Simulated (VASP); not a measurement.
# Ag (Fm-3m) in VASP: a series of runs

Runs on Ag. Level: LDA. Tasks: single point, relaxation of cell and atoms.

Program: VASP 6.6.1. These are calculated values, not measurements. Logs are shortened: lines on timing, memory, paths and dates and some standing lists are left out, and cuts for length are marked.

### 1 The cell of the first run

The structure is cubic, space group Fm-3m (No. 225). Conventional cell: a = 4.001 Å, b = 4.001 Å, c = 4.001 Å, α = 90.00°, β = 90.00°, γ = 90.00°. Ag (site symmetry m-3m) has 12 Ag at 2.83 Å within 3.7 Å.

### 2 Single point, LDA

Input file INCAR:

```
PREC = Accurate
ENCUT = 500
EDIFF = 1E-6
ISMEAR = 0
SIGMA = 0.1
LREAL = False
LASPH = True
NELM = 120
ALGO = Normal
ISIF = 2
LWAVE = False
LCHARG = False
NBANDS = 12
GGA_COMPAT = False
```

Input file KPOINTS:

```
Automatic mesh
0
Gamma
  12 12 12
```

Input file POSCAR:

```
Ag
1.0
    0.0000000000      2.0005593897      2.0005593897
    2.0005593897      0.0000000000      2.0005593897
    2.0005593897      2.0005593897      0.0000000000
Ag
1
Direct
    0.0000000000      0.0000000000      0.0000000000
```

Potentials or basis: VASP PAW LDA potentials, release 64 (Ag).

Command:

```
$ cat potpaw_LDA.64/Ag/POTCAR > POTCAR
$ mpirun -np 1 vasp_std > vasp.out
```

OUTCAR:

```text
PREC = Accurate
   ENCUT = 500
   EDIFF = 1E-6
   ISMEAR = 0
   LREAL = False
   LASPH = True
   NELM = 120
   ISIF = 2

 ion  position               nearest neighbor table
   1  0.000  0.000  0.000-

  LATTYP: Found a face centered cubic cell.
 ALAT       =     4.0011187794

  Lattice vectors:

 A1 = (   0.0000000000,   2.0005593897,   2.0005593897)
 A2 = (   2.0005593897,   0.0000000000,   2.0005593897)
 A3 = (   2.0005593897,   2.0005593897,   0.0000000000)

Analysis of symmetry for initial positions (statically):
=====================================================================
 Subroutine PRICEL returns:
 Original cell was already a primitive cell.

 Routine SETGRP: Setting up the symmetry group for a
 face centered cubic supercell.

 Subroutine GETGRP returns: Found 48 space group operations
 (whereof 48 operations were pure point group operations)
 out of a pool of 48 trial point group operations.

The static configuration has the point symmetry O_h .

Analysis of symmetry for dynamics (positions and initial velocities):
=====================================================================
 Subroutine PRICEL returns:
 Original cell was already a primitive cell.

 Routine SETGRP: Setting up the symmetry group for a
 face centered cubic supercell.

 Subroutine GETGRP returns: Found 48 space group operations
 (whereof 48 operations were pure point group operations)
 out of a pool of 48 trial point group operations.

The dynamic configuration has the point symmetry O_h .

 Subroutine INISYM returns: Found 48 space group operations
 (whereof 48 operations are pure point group operations),
 and found     1 'primitive' translations

----------------------------------------------------------------------------------------

                                     Primitive cell

  volume of cell :      16.0134

  direct lattice vectors                    reciprocal lattice vectors
     0.000000000  2.000559390  2.000559390    -0.249930096  0.249930096  0.249930096
     2.000559390  0.000000000  2.000559390     0.249930096 -0.249930096  0.249930096
     2.000559390  2.000559390  0.000000000     0.249930096  0.249930096 -0.249930096

  length of vectors
     2.829218221  2.829218221  2.829218221     0.432891624  0.432891624  0.432891624

  position of ions in fractional coordinates (direct lattice)
     0.000000000  0.000000000  0.000000000

  ion indices of the primitive-cell ions
   primitive index   ion index
                 1           1

[... 70 lines left out ...]
   NELM   =    120;   NELMIN=  2; NELMDL= -5     # of ELM steps
   EDIFF  = 0.1E-05   stopping-criterion for ELM
   LREAL  =      F    real-space projection
[... 7 lines left out ...]
   TEBEG  =    0.0;   TEEND  =   0.0 temperature during run
   PSTRESS=    0.0 pullay stress
   NELECT =      11.0000    total number of electrons
   NUPDOWN=      -1.0000    fix difference up-down
   EMIN   =  10.00;   EMAX   =-10.00  energy-range for DOS
   EFERMI =   0.00;   METHOD = LEGACY
   ISMEAR =     0;   SIGMA  =   0.10  broadening in eV -4-tet -1-fermi 0-gaus
   EFERMI_NEDOS =   21; number of points for ismear=-14 and -15
   IALGO  =     38    algorithm
   IMIX   =      4    mixing-type and parameters
     AMIX     =   0.40;   BMIX     =  1.00
     AMIX_MAG =   1.60;   BMIX_MAG =  1.00
  volume/ion in A,a.u.               =      16.01       108.06
  Fermi-wavevector in a.u.,A,eV,Ry     =   1.444478  2.729668 28.388785  2.086517
  Thomas-Fermi vector in A             =   2.562768
   LORBIT       =      0    0 simple, 1 ext, 2 COOP (PROOUT), +10 PAW based schemes
   GGA     = CA    functional components
   LHFCALC =     F    Hartree Fock is set to
   AEXX    =    0.0000 exact exchange contribution
   IVDW    =     0    specifies the selected vdW correction
   LEPSILON=     F    determine dielectric tensor
   LRPA    =     F    only Hartree local field effects (RPA)
 non-spin polarized calculation
 Gauss-broadening in eV      SIGMA  =   0.10
  energy-cutoff  :      500.00
  volume of cell :       16.01
 maximum number of plane-waves:       419
 NGX is ok and might be reduce to    24
   NGX = 11   NGY = 11   NGZ = 11

 number of electron      11.0000002 magnetization

 Free energy of the ion-electron system (eV)
  ---------------------------------------------------
  ext. energy  EPLUGINS =         0.00000000
  ---------------------------------------------------
  free energy    TOTEN  =        -3.77665794 eV

  energy without entropy =       -3.77506745  energy(sigma->0) =       -3.77586269

 E-fermi :   8.9755     XC(G=0): -12.9567

 val. band max:        8.9367139631   @ k =   0.5000   0.0833   0.0000
 cond. band min:       9.0333674282   @ k =   0.4167   0.4167   0.0000
 fundamental gap:      0.0966534651
 Fermi energy:         8.9754673622

 k-point     1 :       0.0000    0.0000    0.0000
  band No.  band energies     occupation
      1       0.7592      2.00000
      2       4.0479      2.00000
      3       4.0479      2.00000
      4       4.0479      2.00000
      5       5.2261      2.00000
      6       5.2261      2.00000
      7      25.1971      0.00000
      8      29.0795      0.00000
      9      29.0795      0.00000
     10      29.0795      0.00000
     11      34.2592      0.00000
     12      35.6842      0.00000
[... 331 lines left out ...]
 k-point    24 :      -0.4167    0.1667    0.0000
  band No.  band energies     occupation
      1       2.7330      2.00000
      2       3.7494      2.00000
      3       4.4343      2.00000
      4       4.9226      2.00000
      5       5.9658      2.00000
      6      10.2422      0.00000
      7      13.4469      0.00000
      8      22.2509      0.00000
      9      25.8119      0.00000
     10      25.9209      0.00000
     11      34.2336      0.00000
     12      34.4922      0.00000

 [... further k-points ...]
[... 5 lines left out ...]
  --------------------------------------------------------------------------------------
  -------------------------------------------------------------------------------------
  Total        0.0203858      0.0203858      0.0203858      0.0000000      0.0000000     -0.0000000
  in kB        2.0396472      2.0396472      2.0396472      0.0000000      0.0000000     -0.0000000
  external PRESSURE =       2.0396472 kB  Pullay stress =       0.0000000 kB

 VOLUME and BASIS-vectors are now :
 -----------------------------------------------------------------------------
  energy-cutoff  :      500.00
  volume of cell :       16.01
      direct lattice vectors                 reciprocal lattice vectors
     0.000000000  2.000559390  2.000559390    -0.249930096  0.249930096  0.249930096
     2.000559390  0.000000000  2.000559390     0.249930096 -0.249930096  0.249930096
     2.000559390  2.000559390  0.000000000     0.249930096  0.249930096 -0.249930096

 POSITION                                       TOTAL-FORCE (eV/Angst)
 -----------------------------------------------------------------------------------
      0.00000      0.00000      0.00000         0.000000     -0.000000      0.000000
 -----------------------------------------------------------------------------------
    total drift:                                0.000000      0.000000     -0.000000

  FREE ENERGIE OF THE ION-ELECTRON SYSTEM (eV)
  ---------------------------------------------------
  free  energy   TOTEN  =        -3.7766579373 eV

  energy  without entropy=       -3.7750674473  energy(sigma->0) =       -3.77586269
```

OSZICAR:

```text
N       E                     dE             d eps       ncg     rms          rms(c)
DAV:   1     0.512841053883E+02    0.51284E+02   -0.54421E+03  1752   0.814E+02
DAV:   2    -0.331057943860E+01   -0.54595E+02   -0.51567E+02  2012   0.194E+02
DAV:   3    -0.410826040911E+01   -0.79768E+00   -0.79697E+00  2016   0.248E+01
DAV:   4    -0.411067390218E+01   -0.24135E-02   -0.24134E-02  2008   0.143E+00
DAV:   5    -0.411069156475E+01   -0.17663E-04   -0.17662E-04  2048   0.109E-01    0.650E+00
DAV:   6    -0.379520230382E+01    0.31549E+00   -0.12126E+00  1868   0.984E+00    0.397E+00
DAV:   7    -0.378178880118E+01    0.13414E-01   -0.11621E-02  1980   0.986E-01    0.217E+00
DAV:   8    -0.377664615418E+01    0.51426E-02   -0.97184E-04  1944   0.271E-01    0.996E-02
DAV:   9    -0.377665883876E+01   -0.12685E-04   -0.80659E-06  2028   0.242E-02    0.184E-02
DAV:  10    -0.377665793732E+01    0.90144E-06   -0.19951E-06  2000   0.119E-02
   1 F= -.37766579E+01 E0= -.37758627E+01  d E =-.159049E-02
```

Wall time 7.2 s (1 thread of Intel Xeon Platinum 8259CL at 2.50GHz (Skylake/Cascade Lake), shared host); peak memory 0.13 GiB.

What came out:

```yaml
Free_energy: -3.7767 eV
Pressure: 0.2 GPa
Band_gap_on_the_k_mesh: zero (an odd number of electrons rules out a gap without spin polarisation)
```

### 3 Relaxation of cell and atoms, LDA

This run uses another cell than the first one, of 16.98 Å³/atom.

Input file INCAR:

```
SYSTEM = Ag
ALGO     = Normal         ! electronic algorithm
EDIFF    = 1E-7           ! SCF threshold, eV
EDIFFG   = -0.003         ! ionic threshold
ENCUT    = 500            ! plane-wave cutoff, eV
GGA_COMPAT= .FALSE.      
IBRION   = 2              ! ionic algorithm
ISIF     = 3              ! what is computed and relaxed
ISMEAR   = 0              ! smearing method
LASPH    = .TRUE.         ! aspherical terms in the spheres
LCHARG   = .FALSE.        ! write CHGCAR
LREAL    = .FALSE.        ! projectors in reciprocal space
LWAVE    = .FALSE.        ! write WAVECAR
NELM     = 120            ! most SCF steps
NELMIN   = 4            
NSW      = 80             ! ionic steps
PREC     = Accurate       ! precision mode
SIGMA    = 0.1            ! smearing width, eV
```

Input file KPOINTS:

```
k-points
0
G
  12 12 12
  0 0 0
```

Input file POSCAR:

```
Ag
1.0
    0.0000000000      2.0400000000      2.0400000000
    2.0400000000      0.0000000000      2.0400000000
    2.0400000000      2.0400000000      0.0000000000
Ag
1
Direct
    0.0000000000      0.0000000000      0.0000000000
```

Potentials or basis: VASP PAW LDA potentials, release 64 (Ag).

Command:

```
$ cat potpaw_LDA.64/Ag/POTCAR > POTCAR
$ mpirun -np 1 vasp_std > vasp.out
```

OUTCAR:

```text
SYSTEM = Ag
   EDIFF = 1E-7
   EDIFFG = -0.003
   ENCUT = 500
   IBRION = 2
   ISIF = 3
   ISMEAR = 0
   LASPH = .TRUE.
   LREAL = .FALSE.
   NELM = 120
   NELMIN = 4
   NSW = 80
   PREC = Accurate

 ion  position               nearest neighbor table
   1  0.000  0.000  0.000-

  LATTYP: Found a face centered cubic cell.
 ALAT       =     4.0800000000

  Lattice vectors:

 A1 = (   0.0000000000,   2.0400000000,   2.0400000000)
 A2 = (   2.0400000000,   0.0000000000,   2.0400000000)
 A3 = (   2.0400000000,   2.0400000000,   0.0000000000)

Analysis of symmetry for initial positions (statically):
=====================================================================
 Subroutine PRICEL returns:
 Original cell was already a primitive cell.

 Routine SETGRP: Setting up the symmetry group for a
 face centered cubic supercell.

 Subroutine GETGRP returns: Found 48 space group operations
 (whereof 48 operations were pure point group operations)
 out of a pool of 48 trial point group operations.

[... 168 lines left out ...]
  --------------------------------------------------------------------------------------
  -------------------------------------------------------------------------------------
  Total       -0.6950688     -0.6950688     -0.6950688      0.0000000     -0.0000000      0.0000000
  in kB      -65.5870197    -65.5870197    -65.5870197      0.0000000     -0.0000000      0.0000000
  external PRESSURE =     -65.5870197 kB  Pullay stress =       0.0000000 kB
[... 162 lines left out ...]
--------------------------------------- Ionic step        6  -------------------------------------------

 number of electron      11.0000002 magnetization

 Free energy of the ion-electron system (eV)
  ---------------------------------------------------
  ext. energy  EPLUGINS =         0.00000000
  ---------------------------------------------------
  free energy    TOTEN  =        -3.77707352 eV

  energy without entropy =       -3.77547919  energy(sigma->0) =       -3.77627635

 E-fermi :   8.9566     XC(G=0): -12.9490

 val. band max:        8.9192533021   @ k =   0.5000   0.0833   0.0000
 cond. band min:       9.0155524225   @ k =   0.4167   0.4167   0.0000
 fundamental gap:      0.0962991204
 Fermi energy:         8.9565983388

 k-point     1 :       0.0000    0.0000    0.0000
  band No.  band energies     occupation
      1       0.7498      2.00000
      2       4.0340      2.00000
      3       4.0340      2.00000
      4       4.0340      2.00000
      5       5.2095      2.00000
      6       5.2095      2.00000
      7      25.1760      0.00000
      8      29.0507      0.00000
      9      29.0507      0.00000
[... 265 lines left out ...]
 k-point    24 :      -0.4167    0.1667    0.0000
  band No.  band energies     occupation
      1       2.7217      2.00000
      2       3.7362      2.00000
      3       4.4196      2.00000
      4       4.9074      2.00000
      5       5.9477      2.00000
      6      10.2224      0.00000
      7      13.4206      0.00000
      8      22.2220      0.00000
      9      25.7847      0.00000

 [... further k-points ...]
[... 5 lines left out ...]
  --------------------------------------------------------------------------------------
  -------------------------------------------------------------------------------------
  Total       -0.0005055     -0.0005055     -0.0005055     -0.0000000     -0.0000000      0.0000000
  in kB       -0.0505134     -0.0505134     -0.0505134     -0.0000000     -0.0000000      0.0000000
  external PRESSURE =      -0.0505134 kB  Pullay stress =       0.0000000 kB
[... 16 lines left out ...]
  FREE ENERGIE OF THE ION-ELECTRON SYSTEM (eV)
  ---------------------------------------------------
  free  energy   TOTEN  =        -3.7770735229 eV

  energy  without entropy=       -3.7754791856  energy(sigma->0) =       -3.77627635

 reached required accuracy - stopping structural energy minimisation
```

OSZICAR:

```text
N       E                     dE             d eps       ncg     rms          rms(c)
DAV:   1     0.436300089050E+02    0.43630E+02   -0.55621E+03  1336   0.107E+03
DAV:   2    -0.368616504503E+01   -0.47316E+02   -0.45292E+02  1322   0.209E+02
DAV:   3    -0.407160311759E+01   -0.38544E+00   -0.38536E+00  1564   0.227E+01
DAV:   4    -0.407245979175E+01   -0.85667E-03   -0.85666E-03  1444   0.995E-01
[... 42 lines left out ...]
DAV:   1    -0.377711684493E+01   -0.45325E-04   -0.80591E-04  1312   0.354E-01    0.421E-02
DAV:   2    -0.377707470895E+01    0.42136E-04   -0.19034E-04  1306   0.152E-01    0.136E-02
DAV:   3    -0.377707378727E+01    0.92168E-06   -0.18281E-06  1313   0.137E-02    0.881E-03
DAV:   4    -0.377707352301E+01    0.26426E-06   -0.36332E-07  1355   0.535E-03    0.416E-04
DAV:   5    -0.377707352292E+01    0.85720E-10   -0.31895E-09   651   0.637E-04
   6 F= -.37770735E+01 E0= -.37762764E+01  d E =-.459089E-05
```

CONTCAR:

```text
Ag
   1.00000000000000
    -0.0000000000000000    2.0014033840045591    2.0014033840045591
     2.0014033840045591   -0.0000000000000000    2.0014033840045591
     2.0014033840045591    2.0014033840045591   -0.0000000000000000
  Ag
     1
Direct
     0.0000000000000000    0.0000000000000000    1.0000000000000000

  0.00000000E+00  0.00000000E+00  0.00000000E+00
```

It took 24 s on 1 thread of Intel Xeon Platinum 8259CL at 2.50GHz (Skylake/Cascade Lake), shared host; peak memory 0.14 GiB.

What came out:

```yaml
Free_energy: -3.7771 eV
Relaxed_volume: 16.03 Å³/atom
Relaxed_cell: a = 2.830 Å, b = 2.830 Å, c = 2.830 Å, α = 60.00°, β = 60.00°, γ = 60.00°
Space_group_after_relaxing_to_0.1_Å: Fm-3m (No. 225)
Energy_gained_by_relaxing: 20.7 meV/atom
Ionic_steps: 6
Pressure_after_relaxing: 0.0 GPa
Band_gap_on_the_k_mesh: zero (an odd number of electrons rules out a gap without spin polarisation)
```

The path:
| step | energy change (eV) | largest force (eV/Å) | pressure (GPa) | volume (Å³) |
| --- | --- | --- | --- | --- |
| 1 | 0.0000 | 0.0000 | -6.56 | 16.98 |
| 2 | -0.0062 | 0.0000 | 6.91 | 15.33 |
| 3 | -0.0207 | 0.0000 | -0.04 | 16.04 |
| 4 | -0.0207 | 0.0000 | 0.10 | 16.02 |
| 5 | -0.0207 | 0.0000 | -0.07 | 16.04 |
| 6 | -0.0207 | 0.0000 | -0.01 | 16.03 |

Final structure:
```
Ag
1.0
     0.00000    2.00140    2.00140
     2.00140    0.00000    2.00140
     2.00140    2.00140    0.00000
Ag
1
Direct
  0.00000 0.00000 0.00000
```

Levels at points of the mesh, in eV from the Fermi level:
| k point | band 4 | band 5 | band 6 | band 7 | band 8 | band 9 |
| --- | --- | --- | --- | --- | --- | --- |
| (0.00, 0.00, 0.00) | -4.92 | -3.75 | -3.75 | 16.22 | 20.09 | 20.09 |
| (0.50, 0.00, 0.00) | -2.85 | -2.85 | -0.52 | 4.01 | 15.48 | 18.44 |
| (0.50, 0.50, 0.00) | -2.62 | -2.62 | 1.57 | 7.30 | 10.95 | 10.95 |

The gap in the log of VASP goes by the Fermi energy; the results here count the filled bands.